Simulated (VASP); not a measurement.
KBr, 2 atoms in the cell. It takes space group Fm-3m (No. 225, cubic). The conventional cell has a = 6.549 Å, b = 6.549 Å, c = 6.549 Å, α = 90.00°, β = 90.00°, γ = 90.00°. K (site symmetry m-3m) has 6 Br at 3.27 Å within 4.3 Å. Within 4.3 Å of Br (site symmetry m-3m) lie 6 K at 3.27 Å. 

| Quantity | Value |
| --- | --- |
| Program | VASP 6.6.1 |
| Task | elastic constants |
| Functional | PBEsol |
| Potentials or basis | VASP PAW PBE potentials, release 64 (K_sv, Br) |
| Cutoff | 600 eV |
| k mesh | 6 × 6 × 6 |
| Occupations | gaussian, width 0.01 eV |
| Spin | no spin polarisation |
| Dipole correction | no |
| Ions in elastic constants | relaxed |
| Further INCAR settings | ALGO = Normal; EDIFF = 1e-08; NBANDS = 15; IBRION = 6; POTIM = 0.015; NSW = 1; ISIF = 3 |

Potentials or basis: VASP PAW PBE potentials, release 64 (K_sv, Br).

The run is started by

```sh
$ cat potpaw_PBE.64/K_sv/POTCAR potpaw_PBE.64/Br/POTCAR > POTCAR
$ mpirun -np 1 vasp_std > vasp.out
```

Hardware: 1 thread of AMD EPYC 7R13 Processor (Zen 3) (shared host).

Estimate the wall time of this run.

Wall time 18 min on 1 thread of AMD EPYC 7R13 Processor (Zen 3), on a shared host, peak memory 0.3 GiB. Counts: scf iterations 193, k points 16.
